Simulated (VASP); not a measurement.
# Zr (P6/mmm) in VASP: relaxation of cell and atoms with RPBE

Aim: the relaxation of cell and atoms of Zr with RPBE.

Everything below comes from runs of VASP 6.6.1. Logs are shortened: lines on timing, memory, paths and dates and some standing lists are left out, and cuts for length are marked.

## 1. The cell of the first run

Symmetry: P6/mmm, No. 191, hexagonal system. The conventional cell has a = 5.086 Å, b = 5.086 Å, c = 3.118 Å, α = 90.00°, β = 90.00°, γ = 120.00°. Within 4.1 Å of Zr (site symmetry 6/mmm) lie 14 Zr at 3.12 to 3.32 Å. Zr (site symmetry -6m2) has 11 Zr at 2.94 to 3.32 Å within 3.9 Å.

## 2. Relaxation of cell and atoms, RPBE

INCAR reads:

```
SYSTEM = Zr
ALGO     = Normal         ! electronic algorithm
EDIFF    = 1E-6           ! SCF threshold, eV
EDIFFG   = -0.01          ! ionic threshold
ENCUT    = 600            ! plane-wave cutoff, eV
GGA      = RP             ! functional
IBRION   = 2              ! ionic algorithm
ISIF     = 3              ! what is computed and relaxed
ISMEAR   = -1             ! smearing method
LASPH    = .True.         ! aspherical terms in the spheres
LCHARG   = .False.        ! write CHGCAR
LREAL    = .False.        ! projectors in reciprocal space
LWAVE    = .False.        ! write WAVECAR
NELM     = 100            ! most SCF steps
NSW      = 80             ! ionic steps
PREC     = Accurate       ! precision mode
SIGMA    = 0.1            ! smearing width, eV
```

KPOINTS reads:

```
k-points
0
Gamma
  7 7 10
  0 0 0
```

POSCAR reads:

```
Zr
1.0
    5.0859926290      0.0000000000      0.0000000000
   -2.5429963145      4.4045988202      0.0000000000
    0.0000000000      0.0000000000      3.1177134816
Zr
3
Direct
    0.0000000000      0.0000000000      0.0000000000
    0.3333333333      0.6666666667      0.5000000000
    0.6666666667      0.3333333333      0.5000000000
```

Potentials or basis: VASP PAW PBE potentials, release 64 (Zr_sv).

Command:

```bash
> cat potpaw_PBE.64/Zr_sv/POTCAR > POTCAR
> mpirun -np 1 vasp_std > vasp.out
```

OUTCAR:

```text
SYSTEM = Zr
   EDIFF = 1E-6
   EDIFFG = -0.01
   ENCUT = 600
   GGA = RP
   IBRION = 2
   ISIF = 3
   ISMEAR = -1
   LASPH = .True.
   LREAL = .False.
   NELM = 100
   NSW = 80
   PREC = Accurate

 ion  position               nearest neighbor table
   1  0.000  0.000  0.000-   2 3.32   3 3.32   2 3.32   3 3.32   3 3.32   3 3.32   2 3.32   2 3.32
                             3 3.32   3 3.32   2 3.32   2 3.32
   2  0.333  0.667  0.500-   3 2.94   3 2.94   3 2.94   1 3.32   1 3.32   1 3.32   1 3.32   1 3.32
                             1 3.32
   3  0.667  0.333  0.500-   2 2.94   2 2.94   2 2.94   1 3.32   1 3.32   1 3.32   1 3.32   1 3.32
                             1 3.32

  LATTYP: Found a hexagonal cell.
 ALAT       =     5.0859926290
 C/A-ratio  =     0.6130000000

  Lattice vectors:

 A1 = (   5.0859926290,   0.0000000000,   0.0000000000)
 A2 = (  -2.5429963145,   4.4045988202,   0.0000000000)
 A3 = (   0.0000000000,   0.0000000000,   3.1177134816)

Analysis of symmetry for initial positions (statically):
=====================================================================
 Subroutine PRICEL returns:
 Original cell was already a primitive cell.

 Routine SETGRP: Setting up the symmetry group for a
 hexagonal supercell.

 Subroutine GETGRP returns: Found 24 space group operations
 (whereof 24 operations were pure point group operations)
 out of a pool of 24 trial point group operations.

The static configuration has the point symmetry D_6h.

Analysis of symmetry for dynamics (positions and initial velocities):
=====================================================================
 Subroutine PRICEL returns:
 Original cell was already a primitive cell.

 Routine SETGRP: Setting up the symmetry group for a
 hexagonal supercell.

 Subroutine GETGRP returns: Found 24 space group operations
 (whereof 24 operations were pure point group operations)
 out of a pool of 24 trial point group operations.

The dynamic configuration has the point symmetry D_6h.

 Subroutine INISYM returns: Found 24 space group operations
 (whereof 24 operations are pure point group operations),
 and found     1 'primitive' translations

----------------------------------------------------------------------------------------

[... 94 lines left out ...]
   EDIFF  = 0.1E-05   stopping-criterion for ELM
   LREAL  =      F    real-space projection
   EDIFFG = -.1E-01   stopping-criterion for IOM
   NSW    =     80    number of steps for IOM
   IBRION =      2    ionic relax: 0-MD 1-quasi-New 2-CG
   NFREE  =      1    steps in history (QN), initial steepest desc. (CG)
   ISIF   =      3    stress and relaxation
   ISYM   =      2    0-nonsym 1-usesym 2-fastsym
   POTIM  = 0.5000    time-step for ionic-motion
   TEBEG  =    0.0;   TEEND  =   0.0 temperature during run
   PSTRESS=    0.0 pullay stress
   NELECT =      36.0000    total number of electrons
   NUPDOWN=      -1.0000    fix difference up-down
   EMIN   =  10.00;   EMAX   =-10.00  energy-range for DOS
   EFERMI =   0.00;   METHOD = LEGACY
   ISMEAR =    -1;   SIGMA  =   0.10  broadening in eV -4-tet -1-fermi 0-gaus
   EFERMI_NEDOS =   21; number of points for ismear=-14 and -15
   IALGO  =     38    algorithm
   IMIX   =      4    mixing-type and parameters
     AMIX     =   0.40;   BMIX     =  1.00
     AMIX_MAG =   1.60;   BMIX_MAG =  1.00
  volume/ion in A,a.u.               =      23.28       157.11
  Fermi-wavevector in a.u.,A,eV,Ry     =   1.312612  2.480476 23.442147  1.722949
  Thomas-Fermi vector in A             =   2.442992
   LORBIT       =      0    0 simple, 1 ext, 2 COOP (PROOUT), +10 PAW based schemes
   GGA     = RP    functional components
   LHFCALC =     F    Hartree Fock is set to
   AEXX    =    0.0000 exact exchange contribution
   IVDW    =     0    specifies the selected vdW correction
   LEPSILON=     F    determine dielectric tensor
   LRPA    =     F    only Hartree local field effects (RPA)
 conjugate gradient relaxation of ions
 non-spin polarized calculation
  energy-cutoff  :      600.00
  volume of cell :       69.84
 maximum number of plane-waves:      2362
 NGX is ok and might be reduce to    42
   NGX = 21   NGY = 21   NGZ = 13

--------------------------------------- Ionic step        1  -------------------------------------------

 number of electron      36.0000001 magnetization

 Free energy of the ion-electron system (eV)
  ---------------------------------------------------
  ext. energy  EPLUGINS =         0.00000000
  ---------------------------------------------------
  free energy    TOTEN  =       -24.31624771 eV

  energy without entropy =      -24.21720965  energy(sigma->0) =      -24.26672868

------------------------ aborting loop because EDIFF is reached ----------------------------------------

  FORCE on cell =-STRESS in cart. coord.  units (eV):
  Direction    XX          YY          ZZ          XY          YZ          ZX
  --------------------------------------------------------------------------------------
  -------------------------------------------------------------------------------------
  Total        0.3659184      0.3659184      1.4116200      0.0000000     -0.0000000      0.0000000
  in kB        8.3941473      8.3941473     32.3824789      0.0000000     -0.0000000      0.0000000
  external PRESSURE =      16.3902578 kB  Pullay stress =       0.0000000 kB
[... 98 lines left out ...]
--------------------------------------- Ionic step        4  -------------------------------------------

 number of electron      36.0000000 magnetization

 Free energy of the ion-electron system (eV)
  ---------------------------------------------------
  ext. energy  EPLUGINS =         0.00000000
  ---------------------------------------------------
  free energy    TOTEN  =       -24.32765874 eV

  energy without entropy =      -24.23075719  energy(sigma->0) =      -24.27920796

 E-fermi :   8.7517     XC(G=0): -10.9296

 val. band max:        8.7470613666   @ k =   0.4286   0.1429   0.2000
 cond. band min:       8.7578100669   @ k =   0.2857   0.2857   0.0000
 fundamental gap:      0.0107487003
 Fermi energy:         8.7516545889

 k-point     1 :       0.0000    0.0000    0.0000
  band No.  band energies     occupation
      1     -40.1884      2.00000
      2     -39.9226      2.00000
      3     -39.7480      2.00000
      4     -18.2973      2.00000
      5     -18.2973      2.00000
      6     -18.2771      2.00000
[... 589 lines left out ...]
     21       9.5303      0.00083
     22       9.9060      0.00002

 [... further k-points ...]
[... 5 lines left out ...]
  --------------------------------------------------------------------------------------
  -------------------------------------------------------------------------------------
  Total        0.0266471      0.0266471     -0.0102722      0.0000000      0.0000000      0.0000000
  in kB        0.6011072      0.6011072     -0.2317221      0.0000000      0.0000000      0.0000000
  external PRESSURE =       0.3234974 kB  Pullay stress =       0.0000000 kB
[... 18 lines left out ...]
  FREE ENERGIE OF THE ION-ELECTRON SYSTEM (eV)
  ---------------------------------------------------
  free  energy   TOTEN  =       -24.3276587354 eV

  energy  without entropy=      -24.2307571889  energy(sigma->0) =      -24.27920796

 reached required accuracy - stopping structural energy minimisation
```

OSZICAR:

```text
N       E                     dE             d eps       ncg     rms          rms(c)
DAV:   1     0.405983200192E+03    0.40598E+03   -0.21316E+04  2112   0.182E+03
DAV:   2     0.398580740855E+01   -0.40200E+03   -0.39680E+03  2454   0.485E+02
DAV:   3    -0.238672825653E+02   -0.27853E+02   -0.27327E+02  3904   0.951E+01
[... 42 lines left out ...]
DAV:   5    -0.243275982308E+02   -0.42948E-04   -0.18598E-04  2860   0.879E-02    0.572E-02
DAV:   6    -0.243276536238E+02   -0.55393E-04   -0.87088E-05  3338   0.580E-02    0.108E-02
DAV:   7    -0.243276570686E+02   -0.34448E-05   -0.57149E-06  2402   0.156E-02    0.423E-03
DAV:   8    -0.243276586761E+02   -0.16075E-05   -0.51743E-07  1242   0.746E-03    0.518E-04
DAV:   9    -0.243276587354E+02   -0.59280E-07   -0.14236E-07  1182   0.359E-03
   4 F= -.24327659E+02 E0= -.24279208E+02  d E =-.855112E-03
```

It took 8.3 min on 1 thread of Intel Xeon 8259CL, shared host; peak memory 0.26 GiB.

What came out:

| Property | Result |
| --- | --- |
| Free energy | -24.3277 eV |
| Relaxed volume | 23.67 Å³/atom |
| Relaxed cell | a = 5.087 Å, b = 5.087 Å, c = 3.169 Å, α = 90.00°, β = 90.00°, γ = 120.00° |
| Space group after relaxing (to 0.05 Å) | P6/mmm (No. 191) |
| Energy gained by relaxing | 3.8 meV/atom |
| Ionic steps | 4 |
| Pressure after relaxing | 0.0 GPa |
| Band gap on the k mesh | zero (band 18 reaches 9.02 eV, above the bottom of band 19 at 8.59 eV) |

Step by step:
```csv
step,energy change (eV),largest force (eV/Å),pressure (GPa),volume (Å³)
1,0.0000,0.0000,1.64,69.84
2,-0.0056,0.0000,-1.50,72.27
3,-0.0106,0.0000,-0.26,71.27
4,-0.0114,0.0000,0.03,71.02
```

Final structure:
```cif
data_structure
_symmetry_space_group_name_H-M 'P 1'
_symmetry_Int_Tables_number 1
_cell_length_a 5.0873
_cell_length_b 5.0873
_cell_length_c 3.1689
_cell_angle_alpha 90.000
_cell_angle_beta 90.000
_cell_angle_gamma 120.000
_cell_volume 71.02
loop_
_atom_site_label
_atom_site_type_symbol
_atom_site_fract_x
_atom_site_fract_y
_atom_site_fract_z
_atom_site_occupancy
Zr1 Zr 0.00000 0.00000 0.00000 1
Zr2 Zr 0.33333 0.66667 0.50000 1
Zr3 Zr 0.66667 0.33333 0.50000 1
```

Levels at points of the mesh, in eV from the Fermi level:
```
           k point  band 14  band 15  band 16  band 17  band 18  band 19  band 20  band 21  band 22
(0.00, 0.00, 0.00)    -2.25    -0.50    -0.50    -0.46    -0.46    -0.17     0.83     1.61     1.61
(0.00, 0.00, 0.50)    -2.36    -2.13    -1.79    -1.79    -1.39     1.19     1.19     1.61     1.61
```

Caveat: the PAW data sets were made with another functional, which shifts forces and pressure a little.
